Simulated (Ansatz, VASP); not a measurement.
**Two plane-wave programs on LiH**

File POSCAR:

```
LiH
1.0
    0.0000000000      2.0464598292      2.0464598292
    2.0464598292      0.0000000000      2.0464598292
    2.0464598292      2.0464598292      0.0000000000
Li H
1 1
Direct
    0.0000000000      0.0000000000      0.0000000000
    0.5000000000      0.5000000000      0.5000000000
```

File INCAR.step1:

```
SYSTEM = LiH
ALGO = Normal ; EDIFF = 1E-5
ENCUT = 520 ; GGA = PE
ISIF = 2 ; ISMEAR = 0
LASPH = .True. ; LCHARG = .False.
LREAL = .False. ; LWAVE = .True.
NBANDS = 9 ; NELM = 60
PREC = Accurate ; SIGMA = 0.01
```

The input INCAR.step2:

```
SYSTEM = LiH
ALGO = Normal ; EDIFF = 1E-7
ENCUT = 520 ; GGA = PE
HFSCREEN = 0.2079 ; ISIF = 2
ISMEAR = 0 ; ISTART = 1
LASPH = .True. ; LCHARG = .False.
LHFCALC = .True. ; LREAL = .False.
LWAVE = .False. ; NBANDS = 9
NELM = 60 ; PREC = Accurate
PRECFOCK = Normal ; SIGMA = 0.01
```

KPOINTS

```
k-points
0
Gamma
  8 8 8
  0 0 0
```

Input for Ansatz:

```yaml
crystal:
  lattice:
    - [0.0, 2.0464598292, 2.0464598292]
    - [2.0464598292, 0.0, 2.0464598292]
    - [2.0464598292, 2.0464598292, 0.0]
  atoms:
    - { symbol: Li, position: [0.0, 0.0, 0.0] }
    - { symbol: H, position: [0.5, 0.5, 0.5] }
kpoints:
  mp_grid: { grid: [8, 8, 8] }
  band_path:
    path:
      - [0.0, 0.0, 0.0]
      - [0.5, 0.0, 0.5]
      - [0.625, 0.25, 0.625]
      - [0.375, 0.375, 0.75]
      - [0.5, 0.5, 0.5]
      - [0.5, 0.25, 0.75]
      - [0.0, 0.5, 0.5]
    npoints: 1
hamiltonian:
  xc: hse06
scf:
  occupations: { method: fixed }
  n_extra_bands: 4
output:
  forces: true
  stress: true
  eigenvalues: true
```

Change from the starting cell: hydrostatic strain +2.2%.

Alike in both runs: task single point; functional HSE06; k mesh 8 × 8 × 8; no spin polarisation.

|  | VASP | Ansatz |
| --- | --- | --- |
| version | VASP 6.6.1 | Ansatz 0.2.0 |
| potentials or method | VASP PAW PBE potentials, release 64 (Li_sv, H) | plane waves, PAW |
| plane-wave cutoff (eV) | 520 | 420 |
| occupations | gaussian, width 0.01 eV | fixed |
| valence electrons in the cell | 4 | 4 |

VASP gave:

```
gap on the k mesh at the Fermi level (eV) : 4.00
```

Question: What did Ansatz give for the same quantities?

Answer: gap on the k mesh at the Fermi level (eV): 4.01.

Ansatz's warnings: stress exchange threshold loose, stress scf threshold loose.

Noted on VASP's run: the cutoff is under 1.25 times that of the potentials, so the pressure is a little rough.
